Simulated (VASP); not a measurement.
# MgO (Pm) in VASP: a series of runs

MgO is run at these levels: r2SCAN; tasks: single point.

Everything below comes from runs of VASP 6.6.1. Logs are shortened: lines on timing, memory, paths and dates and some standing lists are left out, and cuts for length are marked.

## Step 1: The cell of the first run

Symmetry: Pm, No. 6, monoclinic system. Conventional cell: a = 3.484 Å, b = 4.186 Å, c = 3.484 Å, α = 90.00°, β = 120.00°, γ = 90.00°. Within 2.7 Å of Mg (site symmetry m) lie 5 O at 2.01 to 2.18 Å. Mg (site symmetry m) has 1 O at 1.44 Å within 1.9 Å. O (site symmetry m) has 1 Mg at 1.44 Å within 1.9 Å. Within 2.7 Å of O (site symmetry m) lie 5 Mg at 2.01 to 2.09 Å and 2 O at 2.54 Å.

## Step 2: Single point, r2SCAN (atom 3 (O) moved -0.600 Å along Cartesian [1 -1 0])

Contents of POSCAR:

```
MgO
1.0
    3.4841042127      0.0000000000      0.0000000000
   -1.7420521064      3.0173227576      0.0000000000
    0.0000000000      0.0000000000      4.1856875957
Mg O
2 2
Direct
    0.6666666667      0.3333333333      0.7500000000
    0.3333333333      0.6666666667      0.2500000000
    0.6152000390      0.4739427751      0.2500000000
    0.3333333333      0.6666666667      0.7500000000
```

Contents of INCAR.step1:

```
PREC = Accurate
ENCUT = 520
ISMEAR = 0
SIGMA = 0.05
LREAL = F
LASPH = T
NELM = 80
NBANDS = 16
GGA = PE
ALGO = Normal
EDIFF = 1E-4
LWAVE = T
LCHARG = F
```

Contents of INCAR.step2:

```
PREC = Accurate
ENCUT = 520
EDIFF = 1E-7
ISMEAR = 0
SIGMA = 0.05
LREAL = F
LASPH = T
NELM = 80
ALGO = Normal
ISIF = 2
LWAVE = F
LCHARG = F
METAGGA = R2SCAN
LMIXTAU = T
NBANDS = 16
ISTART = 1
```

Contents of KPOINTS:

```
regular mesh
0
Gamma
  6 6 6
```

Potentials or basis: VASP PAW PBE potentials, release 64 (Mg, O).

Command:

```
$ cat potpaw_PBE.64/Mg/POTCAR potpaw_PBE.64/O/POTCAR > POTCAR
$ cp INCAR.step1 INCAR
$ mpirun -np 1 vasp_std > vasp.out
$ cp INCAR.step2 INCAR
$ mpirun -np 1 vasp_std > vasp.out
```

OUTCAR:

```text
PREC = Accurate
   ENCUT = 520
   EDIFF = 1E-7
   ISMEAR = 0
   LREAL = F
   LASPH = T
   NELM = 80
   ISIF = 2
   METAGGA = R2SCAN
   ISTART = 1

 ion  position               nearest neighbor table
   1  0.667  0.333  0.750-   4 2.01   4 2.01   4 2.01   3 2.18   3 2.18   2 2.90   2 2.90   2 2.90
                             2 2.90   2 2.90   2 2.90
   2  0.333  0.667  0.250-   3 1.44   4 2.09   4 2.09   3 2.24   3 2.47   1 2.90   1 2.90   1 2.90
                             1 2.90   1 2.90   1 2.90
   3  0.615  0.474  0.250-   2 1.44   1 2.18   1 2.18   2 2.24   2 2.47
   4  0.333  0.667  0.750-   1 2.01   1 2.01   1 2.01   2 2.09   2 2.09

  LATTYP: Found a hexagonal cell.
 ALAT       =     3.4841042127
 C/A-ratio  =     1.2013669340

  Lattice vectors:

 A1 = (   3.4841042127,   0.0000000000,   0.0000000000)
 A2 = (  -1.7420521064,   3.0173227576,   0.0000000000)
 A3 = (   0.0000000000,   0.0000000000,   4.1856875957)

Analysis of symmetry for initial positions (statically):
=====================================================================
 Subroutine PRICEL returns:
 Original cell was already a primitive cell.

 Routine SETGRP: Setting up the symmetry group for a
 hexagonal supercell.

 Subroutine GETGRP returns: Found  2 space group operations
 (whereof  1 operations were pure point group operations)
 out of a pool of 24 trial point group operations.

The static configuration has the point symmetry C_1 .
 The point group associated with its full space group is C_1h.

Analysis of symmetry for dynamics (positions and initial velocities):
=====================================================================
 Subroutine PRICEL returns:
 Original cell was already a primitive cell.

 Routine SETGRP: Setting up the symmetry group for a
 hexagonal supercell.

 Subroutine GETGRP returns: Found  2 space group operations
 (whereof  1 operations were pure point group operations)
 out of a pool of 24 trial point group operations.

The dynamic configuration has the point symmetry C_1 .
 The point group associated with its full space group is C_1h.

 Subroutine INISYM returns: Found  2 space group operations
 (whereof  1 operations are pure point group operations),
 and found     1 'primitive' translations

----------------------------------------------------------------------------------------

                                     Primitive cell

  volume of cell :      44.0027

  direct lattice vectors                    reciprocal lattice vectors
     3.484104213  0.000000000  0.000000000     0.287017821  0.165709816  0.000000000
    -1.742052106  3.017322758  0.000000000     0.000000000  0.331419633  0.000000000
     0.000000000  0.000000000  4.185687596     0.000000000  0.000000000  0.238909373

  length of vectors
     3.484104213  3.484104213  4.185687596     0.331419633  0.331419633  0.238909373

  position of ions in fractional coordinates (direct lattice)
     0.666666667  0.333333333  0.750000000
     0.333333333  0.666666667  0.250000000
     0.615200039  0.473942775  0.250000000
     0.333333333  0.666666667  0.750000000

  ion indices of the primitive-cell ions
   primitive index   ion index
                 1           1
                 2           2
                 3           3
                 4           4

----------------------------------------------------------------------------------------

 KPOINTS: regular mesh

Automatic generation of k-mesh.
 Grid dimensions read from file:
 generate k-points for:    6    6    6

 Generating k-lattice:

  Cartesian coordinates                     Fractional coordinates (reciprocal lattice)
     0.047836304  0.027618303  0.000000000     0.166666667  0.000000000  0.000000000
     0.000000000  0.055236605  0.000000000     0.000000000  0.166666667  0.000000000
     0.000000000  0.000000000  0.039818229     0.000000000  0.000000000  0.166666667

  Length of vectors
     0.055236605  0.055236605  0.039818229

  Shift w.r.t. Gamma in fractional coordinates (k-lattice)
     0.000000000  0.000000000  0.000000000

 Subroutine IBZKPT returns following result:
 ===========================================

 Found     80 irreducible k-points:

 Following reciprocal coordinates:
            Coordinates               Weight
  0.000000  0.000000  0.000000      1.000000
  0.166667  0.000000  0.000000      2.000000
  0.000000  0.166667  0.000000      2.000000
 -0.166667  0.166667  0.000000      2.000000
  0.333333  0.000000  0.000000      2.000000
  0.000000  0.333333  0.000000      2.000000
[... 16 lines left out ...]
  0.000000  0.166667  0.166667      4.000000
 -0.166667  0.166667  0.166667      4.000000
 [... further k-points ...]
   k-points           NKPTS =     80   k-points in BZ     NKDIM =     80   number of bands    NBANDS=     16
   number of dos      NEDOS =    301   number of ions     NIONS =      4
   total plane-waves  NPLWV =  25088
   dimension x,y,z NGX =    28 NGY =   28 NGZ =   32
   dimension x,y,z NGXF=    56 NGYF=   56 NGZF=   64
   ions per type =               2   2
   NGX,Y,Z   is equivalent  to a cutoff of  13.36, 13.36, 12.71 a.u.
   NGXF,Y,Z  is equivalent  to a cutoff of  26.72, 26.72, 25.42 a.u.
 SYSTEM =  unknown system
   PREC   = accura    normal or accurate (medium, high low for compatibility)
   ISTART =      1    job   : 0-new  1-cont  2-samecut
   ICHARG =      0    charge: 1-file 2-atom 10-const
   ISPIN  =      1    spin polarized calculation?
   LNONCOLLINEAR =      F non collinear calculations
   LSORBIT =      F    spin-orbit coupling
   LASPH  =      T    aspherical Exc in radial PAW
   ENCUT  =  520.0 eV  38.22 Ry    6.18 a.u.   6.48  6.48  7.78*2*pi/ulx,y,z
   NELM   =     80;   NELMIN=  2; NELMDL=  0     # of ELM steps
   EDIFF  = 0.1E-06   stopping-criterion for ELM
   LREAL  =      F    real-space projection
   EDIFFG = 0.1E-05   stopping-criterion for IOM
   NSW    =      0    number of steps for IOM
   IBRION =     -1    ionic relax: 0-MD 1-quasi-New 2-CG
   NFREE  =      0    steps in history (QN), initial steepest desc. (CG)
   ISIF   =      2    stress and relaxation
   ISYM   =      2    0-nonsym 1-usesym 2-fastsym
   POTIM  = 0.5000    time-step for ionic-motion
   TEBEG  =    0.0;   TEEND  =   0.0 temperature during run
   PSTRESS=    0.0 pullay stress
   NELECT =      16.0000    total number of electrons
   NUPDOWN=      -1.0000    fix difference up-down
   EMIN   =  10.00;   EMAX   =-10.00  energy-range for DOS
   EFERMI =   0.00;   METHOD = LEGACY
   ISMEAR =     0;   SIGMA  =   0.05  broadening in eV -4-tet -1-fermi 0-gaus
   EFERMI_NEDOS =   21; number of points for ismear=-14 and -15
   IALGO  =     38    algorithm
   IMIX   =      4    mixing-type and parameters
     AMIX     =   0.40;   BMIX     =  1.00
     AMIX_MAG =   1.60;   BMIX_MAG =  1.00
  volume/ion in A,a.u.               =      11.00        74.24
  Fermi-wavevector in a.u.,A,eV,Ry     =   1.168481  2.208109 18.576679  1.365347
  Thomas-Fermi vector in A             =   2.304967
   LORBIT       =      0    0 simple, 1 ext, 2 COOP (PROOUT), +10 PAW based schemes
   METAGGA = R2SCAN    functional components
   LHFCALC =     F    Hartree Fock is set to
   AEXX    =    0.0000 exact exchange contribution
   IVDW    =     0    specifies the selected vdW correction
   LEPSILON=     F    determine dielectric tensor
   LRPA    =     F    only Hartree local field effects (RPA)
 non-spin polarized calculation
 Gauss-broadening in eV      SIGMA  =   0.05
  energy-cutoff  :      520.00
  volume of cell :       44.00
 maximum number of plane-waves:      1204
 NGX is ok and might be reduce to    28
   NGX = 13   NGY = 13   NGZ = 15

 number of electron      15.9999998 magnetization

 Free energy of the ion-electron system (eV)
  ---------------------------------------------------
  ext. energy  EPLUGINS =         0.00000000
  ---------------------------------------------------
  free energy    TOTEN  =       -27.73829622 eV

  energy without entropy =      -27.73829622  energy(sigma->0) =      -27.73829622

 E-fermi :   2.1091     XC(G=0): -10.5055

 val. band max:        1.8693503660   @ k =   0.0000   0.0000   0.0000
 cond. band min:       5.3685906990   @ k =   0.0000   0.0000   0.0000
 fundamental gap:      3.4992403330
 Fermi energy:         2.1091089132

 k-point     1 :       0.0000    0.0000    0.0000
  band No.  band energies     occupation
      1     -16.2854      2.00000
      2     -14.7803      2.00000
      3      -2.1856      2.00000
      4      -0.2445      2.00000
      5       0.1476      2.00000
      6       0.5474      2.00000
[... 8 lines left out ...]
     15      18.6304      0.00000
     16      18.6478      0.00000

 k-point     2 :       0.1667    0.0000    0.0000
  band No.  band energies     occupation
      1     -16.1651      2.00000
      2     -14.7846      2.00000
      3      -1.9997      2.00000
      4      -0.7535      2.00000
      5       0.0022      2.00000
      6       0.3042      2.00000
[... 8 lines left out ...]
     15      17.1124      0.00000
     16      19.8527      0.00000

 k-point     3 :       0.0000    0.1667    0.0000
  band No.  band energies     occupation
      1     -16.1813      2.00000
      2     -14.7747      2.00000
      3      -2.0208      2.00000
      4      -0.8389      2.00000
      5      -0.1832      2.00000
      6       0.4444      2.00000
[... 8 lines left out ...]
     15      17.1254      0.00000
     16      20.1242      0.00000

 k-point     4 :      -0.1667    0.1667    0.0000
  band No.  band energies     occupation
      1     -16.1464      2.00000
      2     -14.8065      2.00000
      3      -1.9706      2.00000
      4      -0.4926      2.00000
      5      -0.1608      2.00000
      6       0.4505      2.00000
[... 8 lines left out ...]
     15      17.6331      0.00000
     16      17.9627      0.00000
[... 324 lines left out ...]
 k-point    22 :       0.1667    0.0000    0.1667
  band No.  band energies     occupation
      1     -16.0768      2.00000
      2     -14.8771      2.00000
      3      -1.9461      2.00000
      4      -0.6172      2.00000
      5      -0.0157      2.00000
      6       0.2661      2.00000
[... 8 lines left out ...]
     15      17.8356      0.00000
     16      19.2770      0.00000

 k-point    23 :       0.0000    0.1667    0.1667
  band No.  band energies     occupation
      1     -16.0917      2.00000
      2     -14.8701      2.00000
      3      -1.9328      2.00000
      4      -0.7321      2.00000
      5      -0.1431      2.00000
      6       0.3585      2.00000
[... 8 lines left out ...]
     15      17.4972      0.00000
     16      19.4454      0.00000

 k-point    24 :      -0.1667    0.1667    0.1667
  band No.  band energies     occupation
      1     -16.0599      2.00000
      2     -14.8949      2.00000
      3      -1.9616      2.00000
      4      -0.2889      2.00000
      5      -0.1110      2.00000
      6       0.1250      2.00000
[... 8 lines left out ...]
     15      16.8464      0.00000
     16      19.0624      0.00000

 [... further k-points ...]
[... 5 lines left out ...]
  --------------------------------------------------------------------------------------
  -------------------------------------------------------------------------------------
  Total       23.7156399      2.3799089      0.7539363    -11.0905982      0.0000000      0.0000000
  in kB      863.5067045     86.6545167     27.4514639   -403.8181512      0.0000000      0.0000000
  external PRESSURE =     325.8708950 kB  Pullay stress =       0.0000000 kB

 VOLUME and BASIS-vectors are now :
 -----------------------------------------------------------------------------
  energy-cutoff  :      520.00
  volume of cell :       44.00
      direct lattice vectors                 reciprocal lattice vectors
     3.484104213  0.000000000  0.000000000     0.287017821  0.165709816  0.000000000
    -1.742052106  3.017322758  0.000000000     0.000000000  0.331419633  0.000000000
     0.000000000  0.000000000  4.185687596     0.000000000  0.000000000  0.238909373

 POSITION                                       TOTAL-FORCE (eV/Angst)
 -----------------------------------------------------------------------------------
      1.74205      1.00577      3.13927        -0.706473      0.762209      0.000000
     -0.00000      2.01155      1.04642       -19.213510      8.499202      0.000000
      1.31779      1.43004      1.04642        21.230876    -10.017045      0.000000
     -0.00000      2.01155      3.13927        -1.310892      0.755635      0.000000
 -----------------------------------------------------------------------------------
    total drift:                               -0.004495      0.002516      0.000000

  FREE ENERGIE OF THE ION-ELECTRON SYSTEM (eV)
  ---------------------------------------------------
  free  energy   TOTEN  =       -27.7382962166 eV

  energy  without entropy=      -27.7382962166  energy(sigma->0) =      -27.73829622
```

Wall time 3.5 min (1 thread of Intel Xeon 8259CL, shared host); peak memory 0.2 GiB.

Results:

```
Free energy            : -27.7383 eV
Pressure               : 32.6 GPa
Largest force          : 23.475 eV/Å
Band gap on the k mesh : 3.50 eV
```

Forces in eV/Å, atoms in the order of the input:
```
Mg   -0.706   0.762   0.000
Mg  -19.214   8.499   0.000
O    21.231 -10.017   0.000
O    -1.311   0.756   0.000
```

Caveat: the cell differs from its parent crystal (atom 3 (O) moved -0.600 Å along Cartesian [1 -1 0]); atoms lie so close that the PAW spheres overlap strongly, which falsifies energies and pressures; the cell stands under pressure; the PAW data sets were made with another functional, which shifts forces and pressure a little.

## Step 3: Single point, r2SCAN (atom 3 (O) moved +0.600 Å along Cartesian [1 -1 0])

Changes to POSCAR since step 2:

```diff
@@ -10,3 +10,3 @@
     0.3333333333      0.6666666667      0.2500000000
-    0.6152000390      0.4739427751      0.2500000000
+    0.7181332944      0.1927238915      0.2500000000
     0.3333333333      0.6666666667      0.7500000000
```

Contents of INCAR.step1:

```
ALGO = Normal
EDIFF = 1E-4
ENCUT = 520
GGA = PE
ISMEAR = 0
LASPH = True
LCHARG = False
LREAL = False
LWAVE = True
NBANDS = 16
NELM = 80
PREC = Accurate
SIGMA = 0.05
```

Contents of INCAR.step2:

```
ALGO = Normal
EDIFF = 1E-6
ENCUT = 520
ISIF = 2
ISMEAR = 0
ISTART = 1
LASPH = True
LCHARG = False
LMIXTAU = True
LREAL = False
LWAVE = False
METAGGA = R2SCAN
NBANDS = 16
NELM = 80
PREC = Accurate
SIGMA = 0.05
```

Contents of KPOINTS:

```
k-points
0
Gamma
  6 6 6
```

Potentials or basis: VASP PAW PBE potentials, release 64 (Mg, O).

Command:

```
$ cat potpaw_PBE.64/Mg/POTCAR potpaw_PBE.64/O/POTCAR > POTCAR
$ cp INCAR.step1 INCAR
$ mpirun -np 1 vasp_std > vasp.out
$ cp INCAR.step2 INCAR
$ mpirun -np 1 vasp_std > vasp.out
```

Run time: 3.8 min. Hardware: 1 thread of Intel Xeon 8259CL, shared host; peak memory 0.2 GiB.

It converged, with:

| Property | Result |
| --- | --- |
| Free energy | -30.4245 eV |
| Pressure | 12.3 GPa |
| Largest force | 7.706 eV/Å |
| Band gap on the k mesh | 3.40 eV |

Forces on the atoms (eV/Å):
```
Mg   0.783 -0.741  0.000
Mg  -1.183 -6.210  0.000
O    0.204  7.703  0.000
O    0.196 -0.752  0.000
```

Stress tensor (GPa, compression positive):
```
-2.65 17.59  0.00
17.59 38.00  0.00
 0.00  0.00  1.70
```

Levels at points of the mesh, in eV from the valence-band top:
```
           k point  band 6  band 7  band 8  band 9  band 10  band 11
(0.00, 0.00, 0.00)   -1.08   -0.70    0.00    3.40     9.71    11.81
(0.50, 0.00, 0.00)   -2.20   -1.56   -1.23    7.38     8.21    10.79
(0.00, 0.50, 0.00)   -2.27   -1.94   -0.99    6.74     8.61    11.72
(0.50, 0.50, 0.00)   -1.67   -0.75   -0.41    8.32     8.46     9.85
(0.00, 0.00, 0.50)   -1.67   -1.47   -1.04    6.10     6.64    13.37
(0.50, 0.00, 0.50)   -1.61   -0.85   -0.33    6.90     7.53    10.70
(0.00, 0.50, 0.50)   -1.51   -0.72   -0.26    6.94     7.41    10.28
(0.50, 0.50, 0.50)   -1.97   -1.82   -1.42    8.09     8.19    12.52
```

Caveat: the cell differs from its parent crystal (atom 3 (O) moved +0.600 Å along Cartesian [1 -1 0]); the cell stands under pressure; the PAW data sets were made with another functional, which shifts forces and pressure a little.

## Step 4: Single point, r2SCAN (atom 3 (O) moved +0.500 Å along Cartesian [1 -1 0])

Changes to POSCAR since step 3:

```diff
@@ -10,3 +10,3 @@
     0.3333333333      0.6666666667      0.2500000000
-    0.7181332944      0.1927238915      0.2500000000
+    0.7095555231      0.2161587985      0.2500000000
     0.3333333333      0.6666666667      0.7500000000
```

Contents of INCAR.step1:

```
  ALGO = Normal
  EDIFF = 1E-4
  ENCUT = 520
  GGA = PE
  ISMEAR = 0
  LASPH = True
  LCHARG = False
  LREAL = False
  LWAVE = True
  NBANDS = 16
  NELM = 60
  PREC = Accurate
  SIGMA = 0.05
```

Contents of INCAR.step2:

```
  ALGO = Normal
  EDIFF = 1E-6
  ENCUT = 520
  ISIF = 2
  ISMEAR = 0
  ISTART = 1
  LASPH = True
  LCHARG = False
  LMIXTAU = True
  LREAL = False
  LWAVE = False
  METAGGA = R2SCAN
  NBANDS = 16
  NELM = 60
  PREC = Accurate
  SIGMA = 0.05
```

KPOINTS is that of step 3.

Command:

```
$ cat potpaw_PBE.64/Mg/POTCAR potpaw_PBE.64/O/POTCAR > POTCAR
$ cp INCAR.step1 INCAR
$ mpirun -np 1 vasp_std > vasp.out
$ cp INCAR.step2 INCAR
$ mpirun -np 1 vasp_std > vasp.out
```

It took 3.6 min on 1 thread of Intel Xeon 8259CL, shared host; peak memory 0.2 GiB.

Results (log left out):

```
Free energy            : -30.9138 eV
Pressure               : 8.7 GPa
Largest force          : 5.805 eV/Å
Band gap on the k mesh : 3.59 eV
```

Forces in eV/Å, atoms in the order of the input:
```
Mg   0.659 -0.631  0.000
Mg  -0.365 -4.499  0.000
O   -0.551  5.778  0.000
O    0.257 -0.649  0.000
```

Stress tensor (GPa, compression positive):
```
-3.47 12.87  0.00
12.87 28.76  0.00
 0.00  0.00  0.81
```

Levels at points of the mesh, in eV from the valence-band top:
| k point | band 4 | band 5 | band 6 | band 7 | band 8 | band 9 | band 10 | band 11 | band 12 | band 13 |
| --- | --- | --- | --- | --- | --- | --- | --- | --- | --- | --- |
| (0.00, 0.00, 0.00) | -2.29 | -1.61 | -1.11 | -0.70 | 0.00 | 3.59 | 9.88 | 12.07 | 12.19 | 14.80 |
| (0.50, 0.00, 0.00) | -2.50 | -2.33 | -2.24 | -1.53 | -1.03 | 7.42 | 8.65 | 10.81 | 12.84 | 13.23 |
| (0.00, 0.50, 0.00) | -2.65 | -2.30 | -2.11 | -1.99 | -0.85 | 6.88 | 8.93 | 11.62 | 12.67 | 13.22 |
| (0.50, 0.50, 0.00) | -3.08 | -2.71 | -1.67 | -0.71 | -0.52 | 8.30 | 8.80 | 9.94 | 11.48 | 13.67 |
| (0.00, 0.00, 0.50) | -2.45 | -1.66 | -1.58 | -1.43 | -1.06 | 6.38 | 6.77 | 13.48 | 13.63 | 13.67 |
| (0.50, 0.00, 0.50) | -4.15 | -1.97 | -1.56 | -0.83 | -0.41 | 7.19 | 7.65 | 11.10 | 11.88 | 14.46 |
| (0.00, 0.50, 0.50) | -4.23 | -1.90 | -1.46 | -0.70 | -0.34 | 7.16 | 7.54 | 10.72 | 11.67 | 14.55 |
| (0.50, 0.50, 0.50) | -3.49 | -1.95 | -1.83 | -1.62 | -1.37 | 8.19 | 8.19 | 12.82 | 12.82 | 15.08 |

Caveat: the cell differs from its parent crystal (atom 3 (O) moved +0.500 Å along Cartesian [1 -1 0]); the cell stands under pressure; the PAW data sets were made with another functional, which shifts forces and pressure a little.

## Step 5: Summary

```tsv
cell	gap on the mesh (eV)	pressure (GPa)	largest force (eV/Å)
as given, atomic positions A	3.50	32.6	23.48
as given, atomic positions B	3.40	12.3	7.71
as given, atomic positions C	3.59	8.7	5.80
```

Alike in all rows: task single point; level r2SCAN; potentials or basis VASP PAW PBE potentials, release 64 (Mg, O); no spin polarisation; k mesh 6 × 6 × 6; cutoff (eV) 520; smearing gaussian 0.05 eV.

Caveats: the cell stands under pressure; the PAW data sets were made with another functional, which shifts forces and pressure a little; atoms lie so close that the PAW spheres overlap strongly, which falsifies energies and pressures (at least some runs).

Absolute energies hang on the potentials; compare differences alone.
